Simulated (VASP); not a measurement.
Set up this calculation in VASP 6.6.1, as the native input.

- Task: relaxation of cell and atoms
- Functional: r2SCAN
- Potentials or basis: VASP PAW PBE potentials, release 64 (Cu, Pd)
- Cutoff: 600 eV
- k mesh: 14 × 14 × 14
- Occupations: gaussian, width 0.1 eV
- Spin: no spin polarisation
- Dipole correction: no
- Further INCAR settings: ALGO = Normal; EDIFF = 1e-06; IBRION = 2; EDIFFG = -0.005; NSW = 100; ISIF = 3

Crystal: CuPd (Skaergaardite).

```
CELL_PARAMETERS angstrom
2.98800 0.00000 0.00000
0.00000 2.98800 0.00000
0.00000 0.00000 2.98800
ATOMIC_POSITIONS crystal
Cu 0.00000 0.00000 0.00000
Pd 0.50000 0.50000 0.50000
```

These files were run (other wordings do the same):

POSCAR

```
CuPd
1.0
    2.9880000000      0.0000000000      0.0000000000
    0.0000000000      2.9880000000      0.0000000000
    0.0000000000      0.0000000000      2.9880000000
Cu Pd
1 1
Direct
    0.0000000000      0.0000000000      0.0000000000
    0.5000000000      0.5000000000      0.5000000000
```

INCAR.step1

```
SYSTEM = CuPd
ALGO     = Normal         ! electronic algorithm
EDIFF    = 1E-4           ! SCF threshold, eV
ENCUT    = 600            ! plane-wave cutoff, eV
GGA      = PE             ! functional
ISMEAR   = 0              ! smearing method
LASPH    = .True.         ! aspherical terms in the spheres
LCHARG   = .False.        ! write CHGCAR
LREAL    = .False.        ! projectors in reciprocal space
LWAVE    = .True.         ! write WAVECAR
NELM     = 100            ! most SCF steps
PREC     = Accurate       ! precision mode
SIGMA    = 0.1            ! smearing width, eV
```

INCAR.step2

```
SYSTEM = CuPd
ALGO     = Normal         ! electronic algorithm
EDIFF    = 1E-6           ! SCF threshold, eV
EDIFFG   = -0.005         ! ionic threshold
ENCUT    = 600            ! plane-wave cutoff, eV
IBRION   = 2              ! ionic algorithm
ISIF     = 3              ! what is computed and relaxed
ISMEAR   = 0              ! smearing method
ISTART   = 1            
LASPH    = .True.         ! aspherical terms in the spheres
LCHARG   = .False.        ! write CHGCAR
LMIXTAU  = .True.       
LREAL    = .False.        ! projectors in reciprocal space
LWAVE    = .False.        ! write WAVECAR
METAGGA  = R2SCAN         ! meta-GGA
NELM     = 100            ! most SCF steps
NSW      = 100            ! ionic steps
PREC     = Accurate       ! precision mode
SIGMA    = 0.1            ! smearing width, eV
```

KPOINTS

```
k-points
0
Gamma
  14 14 14
  0 0 0
```

Potentials or basis: VASP PAW PBE potentials, release 64 (Cu, Pd).

Run with:

```console
$ cat potpaw_PBE.64/Cu/POTCAR potpaw_PBE.64/Pd/POTCAR > POTCAR
$ cp INCAR.step1 INCAR
$ mpirun -np 1 vasp_std > vasp.out
$ cp INCAR.step2 INCAR
$ mpirun -np 1 vasp_std > vasp.out
```

Results of the run:

```
Relaxed volume                         : 13.28 Å³/atom
Relaxed cell                           : a = 2.984 Å, b = 2.984 Å, c = 2.984 Å, α = 90.00°, β = 90.00°, γ = 90.00°
Space group after relaxing (to 0.05 Å) : Pm-3m (No. 221)
Energy gained by relaxing              : 0.1 meV/atom
Ionic steps                            : 3
Pressure after relaxing                : -0.1 GPa
```

Caveat: the PAW data sets were made with another functional, which shifts forces and pressure a little.

Wall time 18 min on 1 thread of AMD EPYC 7571, on a shared host, peak memory 0.17 GiB.
